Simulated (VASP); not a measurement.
# Rb3ScP6 (Fm-3m) in VASP: single point with PBEsol

Aim: the single point of Rb3ScP6 with PBEsol.

Everything below comes from runs of VASP 6.6.1. Logs are shortened: lines on timing, memory, paths and dates and some standing lists are left out, and cuts for length are marked.

## (1) The cell of the first run

Symmetry: Fm-3m, No. 225, cubic system. Conventional cell: a = 10.000 Å, b = 10.000 Å, c = 10.000 Å, α = 90.00°, β = 90.00°, γ = 90.00°. Within 4.7 Å of Rb (site symmetry -43m) lie 12 P at 3.54 Å and 4 Rb at 4.33 Å and 4 Sc at 4.33 Å. Rb (site symmetry m-3m) has 6 P at 2.70 Å within 3.6 Å. P (site symmetry 4mm) has 1 Sc at 2.30 Å and 1 Rb at 2.70 Å within 3.0 Å. Sc (site symmetry m-3m) has 6 P at 2.30 Å within 3.0 Å.

## (2) Single point, PBEsol

The input, INCAR:

```
PREC = Accurate
ENCUT = 520
EDIFF = 1E-7
ISMEAR = -1
SIGMA = 0.1
LREAL = F
LASPH = T
NELM = 100
ALGO = Normal
ISIF = 2
LWAVE = F
LCHARG = T
GGA = PS
LELF = T
LVHAR = T
NBANDS = 45
```

The input, KPOINTS:

```
Automatic mesh
0
Gamma
  6 6 6
```

The input, POSCAR:

```
Rb3ScP6
1.0
    0.0000000000      5.0000370000      5.0000370000
    5.0000370000      0.0000000000      5.0000370000
    5.0000370000      5.0000370000      0.0000000000
Rb P Sc
3 6 1
Direct
    0.2500000000      0.2500000000      0.2500000000
    0.7500000000      0.7500000000      0.7500000000
    0.5000000000      0.5000000000      0.5000000000
    0.2299000000      0.7701000000      0.7701000000
    0.7701000000      0.2299000000      0.7701000000
    0.7701000000      0.2299000000      0.2299000000
    0.2299000000      0.7701000000      0.2299000000
    0.7701000000      0.7701000000      0.2299000000
    0.2299000000      0.2299000000      0.7701000000
    0.0000000000      0.0000000000      0.0000000000
```

Potentials or basis: VASP PAW PBE potentials, release 64 (Rb_sv, P, Sc_sv).

Command:

```bash
> cat potpaw_PBE.64/Rb_sv/POTCAR potpaw_PBE.64/P/POTCAR potpaw_PBE.64/Sc_sv/POTCAR > POTCAR
> mpirun -np 1 vasp_std > vasp.out
```

OUTCAR:

```text
PREC = Accurate
   ENCUT = 520
   EDIFF = 1E-7
   ISMEAR = -1
   LREAL = F
   LASPH = T
   NELM = 100
   ISIF = 2
   GGA = PS

 ion  position               nearest neighbor table
   1  0.250  0.250  0.250-   5 3.54   6 3.54   8 3.54   4 3.54   7 3.54   8 3.54   4 3.54   5 3.54
                             9 3.54   6 3.54   7 3.54   9 3.54   3 4.33  10 4.33  10 4.33  10 4.33
   2  0.750  0.750  0.750-   4 3.54   5 3.54   8 3.54   6 3.54   7 3.54   8 3.54   5 3.54   6 3.54
                             9 3.54   4 3.54   7 3.54   9 3.54   3 4.33  10 4.33   3 4.33  10 4.33
   3  0.500  0.500  0.500-   4 2.70   5 2.70   6 2.70   7 2.70   8 2.70   9 2.70   1 4.33   1 4.33
                             1 4.33   2 4.33   1 4.33   2 4.33   2 4.33   2 4.33
   4  0.230  0.770  0.770-  10 2.30   3 2.70   2 3.54   2 3.54   1 3.54   1 3.54
   5  0.770  0.230  0.770-  10 2.30   3 2.70   2 3.54   2 3.54   1 3.54   1 3.54
   6  0.770  0.230  0.230-  10 2.30   3 2.70   1 3.54   2 3.54   2 3.54   1 3.54
   7  0.230  0.770  0.230-  10 2.30   3 2.70   1 3.54   2 3.54   2 3.54   1 3.54
   8  0.770  0.770  0.230-  10 2.30   3 2.70   2 3.54   2 3.54   1 3.54   1 3.54
   9  0.230  0.230  0.770-  10 2.30   3 2.70   1 3.54   2 3.54   2 3.54   1 3.54
  10  0.000  0.000  0.000-   4 2.30   5 2.30   6 2.30   7 2.30   8 2.30   9 2.30   2 4.33   2 4.33
                             1 4.33   2 4.33   2 4.33   1 4.33   1 4.33   1 4.33

  LATTYP: Found a face centered cubic cell.
 ALAT       =    10.0000740000

  Lattice vectors:

 A1 = (   0.0000000000,   5.0000370000,   5.0000370000)
 A2 = (   5.0000370000,   0.0000000000,   5.0000370000)
 A3 = (   5.0000370000,   5.0000370000,   0.0000000000)

Analysis of symmetry for initial positions (statically):
=====================================================================
 Subroutine PRICEL returns:
 Original cell was already a primitive cell.

 Routine SETGRP: Setting up the symmetry group for a
 face centered cubic supercell.

 Subroutine GETGRP returns: Found 48 space group operations
 (whereof 48 operations were pure point group operations)
 out of a pool of 48 trial point group operations.

The static configuration has the point symmetry O_h .

Analysis of symmetry for dynamics (positions and initial velocities):
=====================================================================
 Subroutine PRICEL returns:
 Original cell was already a primitive cell.

 Routine SETGRP: Setting up the symmetry group for a
 face centered cubic supercell.

 Subroutine GETGRP returns: Found 48 space group operations
 (whereof 48 operations were pure point group operations)
 out of a pool of 48 trial point group operations.

The dynamic configuration has the point symmetry O_h .

 Subroutine INISYM returns: Found 48 space group operations
 (whereof 48 operations are pure point group operations),
 and found     1 'primitive' translations

----------------------------------------------------------------------------------------

                                     Primitive cell

  volume of cell :     250.0056

  direct lattice vectors                    reciprocal lattice vectors
     0.000000000  5.000037000  5.000037000    -0.099999260  0.099999260  0.099999260
     5.000037000  0.000000000  5.000037000     0.099999260 -0.099999260  0.099999260
     5.000037000  5.000037000  0.000000000     0.099999260  0.099999260 -0.099999260

  length of vectors
     7.071120138  7.071120138  7.071120138     0.173203799  0.173203799  0.173203799

  position of ions in fractional coordinates (direct lattice)
     0.250000000  0.250000000  0.250000000
     0.750000000  0.750000000  0.750000000
     0.500000000  0.500000000  0.500000000
     0.229900000  0.770100000  0.770100000
     0.770100000  0.229900000  0.770100000
     0.770100000  0.229900000  0.229900000
     0.229900000  0.770100000  0.229900000
     0.770100000  0.770100000  0.229900000
     0.229900000  0.229900000  0.770100000
     0.000000000  0.000000000  0.000000000

  ion indices of the primitive-cell ions
   primitive index   ion index
                 1           1
                 2           2
                 3           3
                 4           4
                 5           5
                 6           6
                 7           7
                 8           8
                 9           9
                10          10

----------------------------------------------------------------------------------------

 KPOINTS: Automatic mesh

Automatic generation of k-mesh.
 Grid dimensions read from file:
 generate k-points for:    6    6    6

 Generating k-lattice:

  Cartesian coordinates                     Fractional coordinates (reciprocal lattice)
    -0.016666543  0.016666543  0.016666543     0.166666667  0.000000000  0.000000000
     0.016666543 -0.016666543  0.016666543     0.000000000  0.166666667  0.000000000
     0.016666543  0.016666543 -0.016666543     0.000000000  0.000000000  0.166666667

  Length of vectors
     0.028867300  0.028867300  0.028867300

  Shift w.r.t. Gamma in fractional coordinates (k-lattice)
     0.000000000  0.000000000  0.000000000

 Subroutine IBZKPT returns following result:
 ===========================================

 Found     16 irreducible k-points:

 Following reciprocal coordinates:
            Coordinates               Weight
  0.000000  0.000000  0.000000      1.000000
  0.166667  0.000000  0.000000      8.000000
  0.333333  0.000000  0.000000      8.000000
  0.500000  0.000000  0.000000      4.000000
  0.166667  0.166667  0.000000      6.000000
  0.333333  0.166667  0.000000     24.000000
[... 8 lines left out ...]
 -0.333333  0.333333  0.166667     24.000000
 -0.333333  0.500000  0.166667     12.000000
   k-points           NKPTS =     16   k-points in BZ     NKDIM =     16   number of bands    NBANDS=     45
   number of dos      NEDOS =    301   number of ions     NIONS =     10
   total plane-waves  NPLWV = 157464
   dimension x,y,z NGX =    54 NGY =   54 NGZ =   54
   dimension x,y,z NGXF=   108 NGYF=  108 NGZF=  108
   ions per type =               3   6   1
   NGX,Y,Z   is equivalent  to a cutoff of  12.70, 12.70, 12.70 a.u.
   NGXF,Y,Z  is equivalent  to a cutoff of  25.39, 25.39, 25.39 a.u.
 SYSTEM =  unknown system
   PREC   = accura    normal or accurate (medium, high low for compatibility)
   ISTART =      0    job   : 0-new  1-cont  2-samecut
   ICHARG =      2    charge: 1-file 2-atom 10-const
   ISPIN  =      1    spin polarized calculation?
   LNONCOLLINEAR =      F non collinear calculations
   LSORBIT =      F    spin-orbit coupling
   LASPH  =      T    aspherical Exc in radial PAW
   ENCUT  =  520.0 eV  38.22 Ry    6.18 a.u.  13.15 13.15 13.15*2*pi/ulx,y,z
   NELM   =    100;   NELMIN=  2; NELMDL= -5     # of ELM steps
   EDIFF  = 0.1E-06   stopping-criterion for ELM
   LREAL  =      F    real-space projection
   EDIFFG = 0.1E-05   stopping-criterion for IOM
   NSW    =      0    number of steps for IOM
   IBRION =     -1    ionic relax: 0-MD 1-quasi-New 2-CG
   NFREE  =      0    steps in history (QN), initial steepest desc. (CG)
   ISIF   =      2    stress and relaxation
   ISYM   =      2    0-nonsym 1-usesym 2-fastsym
   POTIM  = 0.5000    time-step for ionic-motion
   TEBEG  =    0.0;   TEEND  =   0.0 temperature during run
   PSTRESS=    0.0 pullay stress
   NELECT =      68.0000    total number of electrons
   NUPDOWN=      -1.0000    fix difference up-down
   EMIN   =  10.00;   EMAX   =-10.00  energy-range for DOS
   EFERMI =   0.00;   METHOD = LEGACY
   ISMEAR =    -1;   SIGMA  =   0.10  broadening in eV -4-tet -1-fermi 0-gaus
   EFERMI_NEDOS =   21; number of points for ismear=-14 and -15
   IALGO  =     38    algorithm
   IMIX   =      4    mixing-type and parameters
     AMIX     =   0.40;   BMIX     =  1.00
     AMIX_MAG =   1.60;   BMIX_MAG =  1.00
  volume/ion in A,a.u.               =      25.00       168.71
  Fermi-wavevector in a.u.,A,eV,Ry     =   1.060705  2.004442 15.307846  1.125095
  Thomas-Fermi vector in A             =   2.196095
   LORBIT       =      0    0 simple, 1 ext, 2 COOP (PROOUT), +10 PAW based schemes
   GGA     = PS    functional components
   LHFCALC =     F    Hartree Fock is set to
   AEXX    =    0.0000 exact exchange contribution
   IVDW    =     0    specifies the selected vdW correction
   LEPSILON=     F    determine dielectric tensor
   LRPA    =     F    only Hartree local field effects (RPA)
 non-spin polarized calculation
  energy-cutoff  :      520.00
  volume of cell :      250.01
 maximum number of plane-waves:      6754
 NGX is ok and might be reduce to    54
   NGX = 27   NGY = 27   NGZ = 27

 number of electron      68.0000006 magnetization

 Free energy of the ion-electron system (eV)
  ---------------------------------------------------
  ext. energy  EPLUGINS =         0.00000000
  ---------------------------------------------------
  free energy    TOTEN  =       -37.00052098 eV

  energy without entropy =      -36.79963596  energy(sigma->0) =      -36.90007847

 E-fermi :   2.7067     XC(G=0):  -9.2596

 val. band max:        2.7061050088   @ k =  -0.3333   0.1667   0.0000
 cond. band min:       2.7134230575   @ k =  -0.3333   0.3333   0.1667
 fundamental gap:      0.0073180487
 Fermi energy:         2.7067224099

 k-point     1 :       0.0000    0.0000    0.0000
  band No.  band energies     occupation
      1     -43.9846      2.00000
      2     -23.2449      2.00000
      3     -23.2336      2.00000
      4     -23.1147      2.00000
      5     -23.0788      2.00000
      6     -23.0788      2.00000
[... 37 lines left out ...]
     44       6.7273      0.00000
     45       6.8826      0.00000
[... 679 lines left out ...]
      5     -23.0784      2.00000
      6     -23.0781      2.00000
[... 37 lines left out ...]
     44       8.6263      0.00000
     45       8.7851      0.00000

------------------------ aborting loop because EDIFF is reached ----------------------------------------

  FORCE on cell =-STRESS in cart. coord.  units (eV):
  Direction    XX          YY          ZZ          XY          YZ          ZX
  --------------------------------------------------------------------------------------
  -------------------------------------------------------------------------------------
  Total       12.2713131     12.2713131     12.2713131     -0.0000000     -0.0000000      0.0000000
  in kB       78.6415327     78.6415327     78.6415327     -0.0000000     -0.0000000      0.0000000
  external PRESSURE =      78.6415327 kB  Pullay stress =       0.0000000 kB

 VOLUME and BASIS-vectors are now :
 -----------------------------------------------------------------------------
  energy-cutoff  :      520.00
  volume of cell :      250.01
      direct lattice vectors                 reciprocal lattice vectors
     0.000000000  5.000037000  5.000037000    -0.099999260  0.099999260  0.099999260
     5.000037000  0.000000000  5.000037000     0.099999260 -0.099999260  0.099999260
     5.000037000  5.000037000  0.000000000     0.099999260  0.099999260 -0.099999260

 POSITION                                       TOTAL-FORCE (eV/Angst)
 -----------------------------------------------------------------------------------
      2.50002      2.50002      2.50002        -0.000000     -0.000000     -0.000000
      7.50006      7.50006      7.50006         0.000000      0.000000      0.000000
      5.00004      5.00004      5.00004         0.000000     -0.000000      0.000000
      7.70106      5.00004      5.00004         0.158397     -0.000000      0.000000
      5.00004      7.70106      5.00004         0.000000      0.158397      0.000000
      2.29902      5.00004      5.00004        -0.158397     -0.000000      0.000000
      5.00004      2.29902      5.00004         0.000000     -0.158397      0.000000
      5.00004      5.00004      7.70106         0.000000     -0.000000      0.158397
      5.00004      5.00004      2.29902         0.000000     -0.000000     -0.158397
      0.00000      0.00000      0.00000         0.000000     -0.000000     -0.000000
 -----------------------------------------------------------------------------------
    total drift:                                0.000000      0.000000      0.000000

  FREE ENERGIE OF THE ION-ELECTRON SYSTEM (eV)
  ---------------------------------------------------
  free  energy   TOTEN  =       -37.0005209835 eV

  energy  without entropy=      -36.7996359599  energy(sigma->0) =      -36.90007847
```

It took 3.2 min on 1 thread of Intel Xeon Platinum 8488C (Sapphire Rapids), shared host; peak memory 0.47 GiB.

Results:

```yaml
Free_energy: -37.0005 eV
Pressure: 7.9 GPa
Largest_force: 0.158 eV/Å
Band_gap_on_the_k_mesh: zero (band 34 reaches 2.93 eV, above the bottom of band 35 at 2.29 eV)
```

Forces on the atoms (eV/Å):
```
Rb   0.000  0.000  0.000
Rb   0.000  0.000  0.000
Rb   0.000  0.000  0.000
P    0.158  0.000  0.000
P    0.000  0.158  0.000
P   -0.158  0.000  0.000
P    0.000 -0.158  0.000
P    0.000  0.000  0.158
P    0.000  0.000 -0.158
Sc   0.000  0.000  0.000
```

Levels at points of the mesh, in eV from the Fermi level:
```csv
k point,band 30,band 31,band 32,band 33,band 34,band 35,band 36,band 37,band 38,band 39
"(0.00, 0.00, 0.00)",-1.39,-1.39,0.03,0.03,0.03,1.72,1.72,1.72,1.76,1.76
"(0.50, 0.00, 0.00)",-1.10,-1.10,-0.72,-0.72,-0.54,0.45,0.80,0.80,0.94,0.94
"(0.50, 0.50, 0.00)",-1.36,-1.36,-0.82,-0.51,-0.51,-0.42,-0.42,0.49,1.39,1.39
```

Caveat: the PAW data sets were made with another functional, which shifts forces and pressure a little.
